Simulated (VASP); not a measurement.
A run of VASP 6.6.1 is set up as follows.

Contents of INCAR:

```
SYSTEM = ZrC
PREC = Accurate
ENCUT = 520
EDIFF = 1E-8
ISMEAR = -1
SIGMA = 0.05
LREAL = .False.
LASPH = .True.
NELM = 60
ALGO = Normal
ISIF = 2
LWAVE = .False.
LCHARG = .False.
GGA = PS
LEFG = .True.
NBANDS = 15
```

Contents of KPOINTS:

```
regular mesh
0
Gamma
  15 15 15
  0 0 0
```

POSCAR

```
ZrC
1.0
    0.0000000000      2.3811373624      2.3811373624
    2.3811373624      0.0000000000      2.3811373624
    2.3811373624      2.3811373624      0.0000000000
Zr C
1 1
Direct
    0.5000000000      0.5000000000      0.5000000000
    0.0000000000      0.0000000000      0.0000000000
```

Potentials or basis: VASP PAW PBE potentials, release 64 (Zr_sv, C).

Command:

```console
$ cat potpaw_PBE.64/Zr_sv/POTCAR potpaw_PBE.64/C/POTCAR > POTCAR
$ mpirun -np 1 vasp_std > vasp.out
```

Estimate the pressure.

-12.1 GPa.

What does it give for the band gap on the k mesh?

Zero (band 8 reaches 9.99 eV, above the bottom of band 9 at 8.69 eV).

Caveat: without QUAD_EFG the Cq values of the log hold for a quadrupole moment of 1 mb, not for the nuclei; the PAW data sets were made with another functional, which shifts forces and pressure a little.
